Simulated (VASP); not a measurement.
Sr3Hg, 4 atoms in the cell. Symmetry: Pm-3m, No. 221, cubic system. Conventional cell: a = 5.562 Å, b = 5.562 Å, c = 5.562 Å, α = 90.00°, β = 90.00°, γ = 90.00°. Sr (site symmetry 4/mmm) has 8 Sr at 3.93 Å and 4 Hg at 3.93 Å within 5.2 Å. Hg (site symmetry m-3m) has 12 Sr at 3.93 Å within 5.2 Å. 

```yaml
Program: VASP 6.6.1
Task: single point
Functional: r2SCAN
Potentials_or_basis: VASP PAW PBE potentials, release 64 (Sr_sv, Hg)
Cutoff: 520 eV
k_mesh: 4 × 4 × 4
Occupations: fermi-dirac, width 0.1 eV
Spin: no spin polarisation
Dipole_correction: no
Further_INCAR_settings: ALGO = Normal; EDIFF = 1e-06; NBANDS = 29
```

Potentials or basis: VASP PAW PBE potentials, release 64 (Sr_sv, Hg).

Run with:

```sh
$ cat potpaw_PBE.64/Sr_sv/POTCAR potpaw_PBE.64/Hg/POTCAR > POTCAR
$ cp INCAR.step1 INCAR
$ mpirun -np 1 vasp_std > vasp.out
$ cp INCAR.step2 INCAR
$ mpirun -np 1 vasp_std > vasp.out
```

Hardware: 1 thread of Intel(R) Xeon(R) Platinum 8375C CPU @ 2.90GHz (Ice Lake) (shared host).

Q: How long does it take, and how much memory?

A: Run time: 4.7 min on 1 thread of Intel(R) Xeon(R) Platinum 8375C CPU @ 2.90GHz (Ice Lake), on a shared host, peak memory 0.3 GiB. Counts: k points 10.
